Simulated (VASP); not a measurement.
S, 8 atoms in the cell. It takes space group Pmn2_1 (No. 31, orthorhombic). Conventional cell: a = 2.960 Å, b = 11.453 Å, c = 5.476 Å, α = 90.00°, β = 90.00°, γ = 90.00°. S (site symmetry m) has 1 S at 1.90 Å within 2.5 Å. S (site symmetry m) has 1 S at 1.90 Å within 2.5 Å. S (site symmetry m) has 1 S at 1.90 Å within 2.5 Å. Within 2.5 Å of S (site symmetry m) lie 1 S at 1.90 Å.  This cell differs from its parent crystal: the distance across one plane changed.

* Program: VASP 6.6.1
* Task: single point
* Functional: PBE
* Dispersion: D3(BJ)
* Potentials or basis: VASP PAW PBE potentials, release 64 (S)
* Cutoff: 520 eV
* k mesh: 9 × 16 × 5
* Occupations: gaussian, width 0.15 eV
* Spin: no spin polarisation
* Dipole correction: no
* Further INCAR settings: ALGO = Normal; EDIFF = 1e-07; NBANDS = 34

Potentials or basis: VASP PAW PBE potentials, release 64 (S).

Command:

```bash
$ cat potpaw_PBE.64/S/POTCAR > POTCAR
$ mpirun -np 1 vasp_std > vasp.out
```

Hardware: 1 thread of Intel(R) Xeon(R) 6975P-C (Granite Rapids), with other jobs on the host.

**Question.** How long does it take, and how much memory?

**Answer.** Wall time 6.2 min on 1 thread of Intel(R) Xeon(R) 6975P-C (Granite Rapids), on a shared host, peak memory 0.67 GiB. Counts: scf iterations 17, k points 135.
